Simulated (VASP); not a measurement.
Wanted: the native input for a VASP 6.6.1 run.

| Quantity | Value |
| --- | --- |
| Task | single point |
| Functional | PBE |
| Potentials or basis | VASP PAW PBE potentials, release 64 (Sn_d, Pd, S) |
| Cutoff | 520 eV |
| k mesh | 12 × 12 × 12 |
| Occupations | gaussian, width 0.1 eV |
| Spin | no spin polarisation |
| Dipole correction | no |
| Further INCAR settings | ALGO = Normal; EDIFF = 1e-06; NBANDS = 40 |

The structure of Sn2PdS4 lies in POSCAR:

```
Sn2PdS4
1.0
   -2.3717049127      2.3717049127      6.8618190831
    2.3717049127     -2.3717049127      6.8618190831
    2.3717049127      2.3717049127     -6.8618190831
Sn Pd S
2 1 4
Direct
    0.3656724436      0.3656724436      0.0000000000
    0.6343275564      0.6343275564      0.0000000000
    0.0000000000      0.0000000000      0.0000000000
    0.8223611234      0.8223611234      0.0000000000
    0.0000000000      0.5000000000      0.5000000000
    0.5000000000      0.0000000000      0.5000000000
    0.1776388766      0.1776388766      0.0000000000
```

These files were run (other wordings do the same):

INCAR

```
PREC = Accurate ; ENCUT = 520
EDIFF = 1E-6 ; ISMEAR = 0
SIGMA = 0.1 ; LREAL = False
LASPH = True ; NELM = 80
ALGO = Normal ; ISIF = 2
LWAVE = False ; LCHARG = False
GGA = PE ; NBANDS = 40
```

KPOINTS

```
regular mesh
0
Gamma
  12 12 12
```

Potentials or basis: VASP PAW PBE potentials, release 64 (Sn_d, Pd, S).

Run with:

```sh
$ cat potpaw_PBE.64/Sn_d/POTCAR potpaw_PBE.64/Pd/POTCAR potpaw_PBE.64/S/POTCAR > POTCAR
$ mpirun -np 1 vasp_std > vasp.out
```

Results of the run:

* Pressure: -0.1 GPa
* Largest force: 0.005 eV/Å
* Band gap on the k mesh: zero (bands 31 and 32 overlap by 0.90 eV)

Caveat: spin-orbit coupling is left out, which moves the levels of the heavy elements.

Run time: 20 min on 1 thread of Intel(R) Xeon(R) 6975P-C (Granite Rapids), on a shared host, peak memory 1.1 GiB.
